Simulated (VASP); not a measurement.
# BiTe (Fm-3m) in VASP: a series of runs, part 4 of 4

VASP 6.6.1. Earlier steps stand in the parts before.

**5. Relaxation of cell and atoms, PBEsol, target pressure 5 GPa, at which the enthalpy is minimised**

This run uses another cell than the first one, of 33.86 Å³/atom, 1.185 times its volume.

The input, INCAR:

```
ALGO     = Normal         # electronic algorithm
EDIFF    = 1E-6           # SCF threshold, eV
EDIFFG   = -0.01          # ionic threshold
ENCUT    = 600            # plane-wave cutoff, eV
GGA      = PS             # functional
IBRION   = 2              # ionic algorithm
ISIF     = 3              # what is computed and relaxed
ISMEAR   = -1             # smearing method
LASPH    = T              # aspherical terms in the spheres
LCHARG   = F              # write CHGCAR
LREAL    = F              # projectors in reciprocal space
LWAVE    = F              # write WAVECAR
NELM     = 60             # most SCF steps
NSW      = 80             # ionic steps
PREC     = Accurate       # precision mode
PSTRESS  = 50.0         
SIGMA    = 0.05           # smearing width, eV
```

The input, KPOINTS:

```
k-points
0
Gamma
  7 7 7
```

The input, POSCAR:

```
BiTe
1.0
    0.0000000000      3.2350000000      3.2350000000
    3.2350000000      0.0000000000      3.2350000000
    3.2350000000      3.2350000000      0.0000000000
Bi Te
1 1
Direct
    0.0000000000      0.0000000000      0.0000000000
    0.5000000000      0.5000000000      0.5000000000
```

Potentials or basis: VASP PAW PBE potentials, release 64 (Bi_d, Te).

Command:

```
> cat potpaw_PBE.64/Bi_d/POTCAR potpaw_PBE.64/Te/POTCAR > POTCAR
> mpirun -np 1 vasp_std > vasp.out
```

OUTCAR:

```text
EDIFF = 1E-6
   EDIFFG = -0.01
   ENCUT = 600
   GGA = PS
   IBRION = 2
   ISIF = 3
   ISMEAR = -1
   LASPH = T
   LREAL = F
   NELM = 60
   NSW = 80
   PREC = Accurate
   PSTRESS = 50.0

 ion  position               nearest neighbor table
   1  0.000  0.000  0.000-   2 3.23   2 3.23   2 3.23   2 3.23   2 3.23   2 3.23
   2  0.500  0.500  0.500-   1 3.23   1 3.23   1 3.23   1 3.23   1 3.23   1 3.23

  LATTYP: Found a face centered cubic cell.
 ALAT       =     6.4700000000

  Lattice vectors:

 A1 = (   0.0000000000,   3.2350000000,   3.2350000000)
 A2 = (   3.2350000000,   0.0000000000,   3.2350000000)
 A3 = (   3.2350000000,   3.2350000000,   0.0000000000)

Analysis of symmetry for initial positions (statically):
=====================================================================
 Subroutine PRICEL returns:
 Original cell was already a primitive cell.

 Routine SETGRP: Setting up the symmetry group for a
 face centered cubic supercell.

 Subroutine GETGRP returns: Found 48 space group operations
 (whereof 48 operations were pure point group operations)
 out of a pool of 48 trial point group operations.

The static configuration has the point symmetry O_h .

Analysis of symmetry for dynamics (positions and initial velocities):
=====================================================================
 Subroutine PRICEL returns:
 Original cell was already a primitive cell.

 Routine SETGRP: Setting up the symmetry group for a
 face centered cubic supercell.

 Subroutine GETGRP returns: Found 48 space group operations
 (whereof 48 operations were pure point group operations)
 out of a pool of 48 trial point group operations.

The dynamic configuration has the point symmetry O_h .

 Subroutine INISYM returns: Found 48 space group operations
 (whereof 48 operations are pure point group operations),
 and found     1 'primitive' translations

----------------------------------------------------------------------------------------

                                     Primitive cell

  volume of cell :      67.7100

  direct lattice vectors                    reciprocal lattice vectors
     0.000000000  3.235000000  3.235000000    -0.154559505  0.154559505  0.154559505
[... 96 lines left out ...]
   ISMEAR =    -1;   SIGMA  =   0.05  broadening in eV -4-tet -1-fermi 0-gaus
   EFERMI_NEDOS =   21; number of points for ismear=-14 and -15
   IALGO  =     38    algorithm
   IMIX   =      4    mixing-type and parameters
     AMIX     =   0.40;   BMIX     =  1.00
     AMIX_MAG =   1.60;   BMIX_MAG =  1.00
  volume/ion in A,a.u.               =      33.86       228.46
  Fermi-wavevector in a.u.,A,eV,Ry     =   1.108146  2.094092 16.707785  1.227988
  Thomas-Fermi vector in A             =   2.244669
   LORBIT       =      0    0 simple, 1 ext, 2 COOP (PROOUT), +10 PAW based schemes
   GGA     = PS    functional components
   LHFCALC =     F    Hartree Fock is set to
   AEXX    =    0.0000 exact exchange contribution
   IVDW    =     0    specifies the selected vdW correction
   LEPSILON=     F    determine dielectric tensor
   LRPA    =     F    only Hartree local field effects (RPA)
 conjugate gradient relaxation of ions
 non-spin polarized calculation
  energy-cutoff  :      600.00
  volume of cell :       67.71
 maximum number of plane-waves:      2281
 NGX is ok and might be reduce to    40
   NGX = 19   NGY = 19   NGZ = 19

--------------------------------------- Ionic step        1  -------------------------------------------

 number of electron      21.0000002 magnetization

 Free energy of the ion-electron system (eV)
  ---------------------------------------------------
  ext. energy  EPLUGINS =         0.00000000
  ---------------------------------------------------
  free energy    TOTEN  =        -7.95939903 eV

  energy without entropy =       -7.93797137  energy(sigma->0) =       -7.94868520

 E-fermi :   6.5153     XC(G=0):  -9.5916

 val. band max:        6.4952126565   @ k =  -0.4286   0.1429   0.0000
 cond. band min:       6.5272602725   @ k =  -0.4286   0.1429   0.0000
 fundamental gap:      0.0320476160
 Fermi energy:         6.5152988238

 k-point     1 :       0.0000    0.0000    0.0000
  band No.  band energies     occupation
      1     -16.5710      2.00000
      2     -16.5710      2.00000
      3     -16.5668      2.00000
      4     -16.5668      2.00000
      5     -16.5668      2.00000
      6      -7.0409      2.00000
      7      -1.6490      2.00000
      8       3.9631      2.00000
      9       3.9631      2.00000
     10       3.9631      2.00000
     11       8.6403      0.00000
     12       8.6403      0.00000
     13       8.6403      0.00000
     14      11.1270      0.00000
[... 472 lines left out ...]
--------------------------------------- Ionic step        5  -------------------------------------------

 number of electron      21.0000001 magnetization

 Free energy of the ion-electron system (eV)
  ---------------------------------------------------
  ext. energy  EPLUGINS =         0.00000000
  ---------------------------------------------------
  free energy    TOTEN  =        -7.89855034 eV

  energy without entropy =       -7.87784634  energy(sigma->0) =       -7.88819834

 E-fermi :   7.9474     XC(G=0): -10.0831

 val. band max:        7.9021884693   @ k =   0.1429   0.1429   0.0000
 cond. band min:       7.9662151978   @ k =  -0.1429   0.1429   0.0000
 fundamental gap:      0.0640267286
 Fermi energy:         7.9473752722

 k-point     1 :       0.0000    0.0000    0.0000
  band No.  band energies     occupation
      1     -15.2445      2.00000
      2     -15.2445      2.00000
      3     -15.2328      2.00000
      4     -15.2328      2.00000
      5     -15.2328      2.00000
      6      -6.4645      2.00000
      7       0.1873      2.00000
      8       5.0537      2.00000
      9       5.0537      2.00000
     10       5.0537      2.00000
     11      10.2646      0.00000
     12      10.2646      0.00000
     13      10.2646      0.00000
     14      12.3468      0.00000
[... 354 lines left out ...]
  energy  without entropy=       -7.8778463366  energy(sigma->0) =       -7.88819834

  enthalpy is  TOTEN    =        -6.0041661174 eV   P V=        1.8943842273

 reached required accuracy - stopping structural energy minimisation
```

OSZICAR:

```text
N       E                     dE             d eps       ncg     rms          rms(c)
DAV:   1     0.160420861017E+03    0.16042E+03   -0.10695E+04   560   0.155E+03
DAV:   2     0.400276010958E+01   -0.15642E+03   -0.15442E+03   602   0.382E+02
DAV:   3    -0.769055285745E+01   -0.11693E+02   -0.11475E+02   734   0.106E+02
DAV:   4    -0.797706693764E+01   -0.28651E+00   -0.28577E+00   618   0.190E+01
[... 38 lines left out ...]
       N       E                     dE             d eps       ncg     rms          rms(c)
DAV:   1    -0.789896379739E+01   -0.31940E-02   -0.11801E-02   680   0.181E+00    0.114E-01
DAV:   2    -0.789862215721E+01    0.34164E-03   -0.63879E-04   680   0.448E-01    0.469E-02
DAV:   3    -0.789855053371E+01    0.71624E-04   -0.27338E-04   694   0.262E-01    0.717E-03
DAV:   4    -0.789855034462E+01    0.18908E-06   -0.67708E-06   566   0.242E-02
   5 F= -.60041661E+01 E0= -.59938141E+01  d E =-.192353E-05
```

CONTCAR:

```text
BiTe
   1.00000000000000
     0.0000000000000000    3.1193172758340042    3.1193172758340042
     3.1193172758340042   -0.0000000000000000    3.1193172758340042
     3.1193172758340042    3.1193172758340042   -0.0000000000000000
  Bi              Te
     1     1
Direct
     0.0000000000000000    1.0000000000000000    0.0000000000000000
     0.5000000000000000    0.5000000000000000    0.5000000000000000

  0.00000000E+00  0.00000000E+00  0.00000000E+00
  0.00000000E+00  0.00000000E+00  0.00000000E+00
```

It took 3.1 min on 1 thread of AMD EPYC 7R43 (Zen 3), shared host; peak memory 0.21 GiB.

Results:

- Free energy: -7.8986 eV
- Relaxed volume: 30.35 Å³/atom
- Relaxed cell: a = 4.411 Å, b = 4.411 Å, c = 4.411 Å, α = 60.00°, β = 60.00°, γ = 60.00°
- Space group after relaxing (to 0.05 Å): Fm-3m (No. 225)
- Energy change on relaxing (the enthalpy is what falls): +30.4 meV/atom
- Ionic steps: 5
- Pressure after relaxing: 5.0 GPa

Step by step:
```csv
step,energy change (eV),largest force (eV/Å),pressure (GPa),volume (Å³)
1,0.0000,0.0000,-1.54,67.71
2,0.3793,0.0000,13.90,55.05
3,0.0595,0.0000,4.91,60.75
4,0.0636,0.0000,5.06,60.61
5,0.0608,0.0000,5.04,60.70
```

Final structure:
```
CELL_PARAMETERS angstrom
0.00000 3.11932 3.11932
3.11932 0.00000 3.11932
3.11932 3.11932 0.00000
ATOMIC_POSITIONS crystal
Bi 0.00000 0.00000 0.00000
Te 0.50000 0.50000 0.50000
```

Caveat: the cell is relaxed towards a set pressure, so the enthalpy falls and the energy may rise; the PAW data sets were made with another functional, which shifts forces and pressure a little; spin-orbit coupling is left out, which moves the levels of the heavy elements.

**6. Summary**

```csv
task,cell,cutoff (eV),gap on the mesh (eV),pressure (GPa)
single point,"a = 4.324 Å, angles 60.0°, 2 atoms",520,none,9.9
single point,"a = 4.411 Å, angles 60.0°, 2 atoms",520,none,4.9
single point,"a = 4.529 Å, angles 60.0°, 2 atoms",520,none,-0.1
relaxation of cell and atoms,"relaxed to 5 GPa from a = 4.575 Å, angles 60.0°, 2 atoms",600,none,5.0
```

Alike in all rows: level PBEsol; potentials or basis VASP PAW PBE potentials, release 64 (Bi_d, Te); no spin polarisation; k mesh 7 × 7 × 7; smearing fermi-dirac 0.05 eV.

Caveats: the PAW data sets were made with another functional, which shifts forces and pressure a little; spin-orbit coupling is left out, which moves the levels of the heavy elements; the cell is relaxed towards a set pressure, so the enthalpy falls and the energy may rise (some runs).

Absolute energies hang on the potentials; compare differences alone.
